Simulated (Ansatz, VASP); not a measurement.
# One calculation of BaTiO3, two programs

Contents of INCAR:

```
SYSTEM = BaTiO3
  PREC = Accurate
  ENCUT = 520
  EDIFF = 1E-7
  ISMEAR = -1
  SIGMA = 0.05
  LREAL = .FALSE.
  LASPH = .TRUE.
  NELM = 80
  ALGO = Normal
  ISIF = 2
  LWAVE = .FALSE.
  LCHARG = .FALSE.
  GGA = PE
  NBANDS = 51
```

The input KPOINTS:

```
regular mesh
0
G
  3 3 2
  0 0 0
```

POSCAR

```
BaTiO3
1.0
    3.9998000000      0.0000000000      0.0000000000
    0.0000000000      3.9998000000      0.0000000000
    0.0000000000      0.0000000000      8.0360000000
Ba Ti O
2 2 6
Direct
    0.9993338700      0.0014896700      0.0020579800
    0.0006661300      0.9985103300      0.4979420200
    0.4893534700      0.4978615600      0.2399223900
    0.5106465300      0.5021384400      0.7420776100
    0.5027900500      0.5020959900      0.0107726400
    0.4972099500      0.4979040100      0.5052273600
    0.5056745700      0.0016777200      0.2580984100
    0.4943254300      0.9983222800      0.7569015900
    0.0077650300      0.4997120000      0.2626403600
    0.9922349700      0.5002880000      0.7523596400
```

File input.yaml:

```yaml
crystal:
  lattice:
    - [3.9998, 0.0, 0.0]
    - [0.0, 3.9998, 0.0]
    - [0.0, 0.0, 8.036]
  atoms:
    - { symbol: Ba, position: [0.99933387, 0.00148967, 0.00205798] }
    - { symbol: Ba, position: [0.00066613, 0.99851033, 0.49794202] }
    - { symbol: Ti, position: [0.48935347, 0.49786156, 0.23992239] }
    - { symbol: Ti, position: [0.51064653, 0.50213844, 0.74207761] }
    - { symbol: O, position: [0.50279005, 0.50209599, 0.01077264] }
    - { symbol: O, position: [0.49720995, 0.49790401, 0.50522736] }
    - { symbol: O, position: [0.50567457, 0.00167772, 0.25809841] }
    - { symbol: O, position: [0.49432543, 0.99832228, 0.75690159] }
    - { symbol: O, position: [0.00776503, 0.499712, 0.26264036] }
    - { symbol: O, position: [0.99223497, 0.500288, 0.75235964] }
hamiltonian:
  xc: pbe
  pseudopotentials: { kind: paw }
kpoints:
  mp_grid: { grid: [3, 3, 2] }
scf:
  occupations: { method: fermi_dirac, width: 0.05 }
output:
  forces: true
  stress: true
  eigenvalues: true
```

Alike in both runs: task single point; functional PBE; k mesh 3 × 3 × 2; occupations fermi-dirac, width 0.05 eV; no spin polarisation.

|  | VASP | Ansatz |
| --- | --- | --- |
| version | VASP 6.6.1 | Ansatz 0.2.0 |
| potentials or method | VASP PAW PBE potentials, release 64 (Ba_sv, Ti_sv, O) | Ansatz PAW |
| plane-wave cutoff (eV) | 520 | 420 |
| valence electrons in the cell | 80 | 80 |

Ansatz gave:

* gap on the k mesh at the Fermi level (eV): 2.20
* least direct gap on the mesh (eV): 2.22
* pressure (GPa): 3.2
* traceless stress, the component that is largest in VASP (GPa): 0.92
* rms of the force components (eV/Å): 0.328

Estimate VASP's values.

gap on the k mesh at the Fermi level (eV): 2.14; least direct gap on the mesh (eV): 2.20; pressure (GPa): 5.0; traceless stress, the component that is largest in VASP (GPa): 0.97; rms of the force components (eV/Å): 0.326.

Atom by atom the forces differ by 0.021 eV/Å (rms over components).

The k mesh is coarse, so the values compare programs but aren't converged. Neither program's run includes spin-orbit coupling. Noted on Ansatz's run: odd divisions of the mesh miss points on the zone boundary, where band edges often lie, so the gap on the mesh can be too wide.
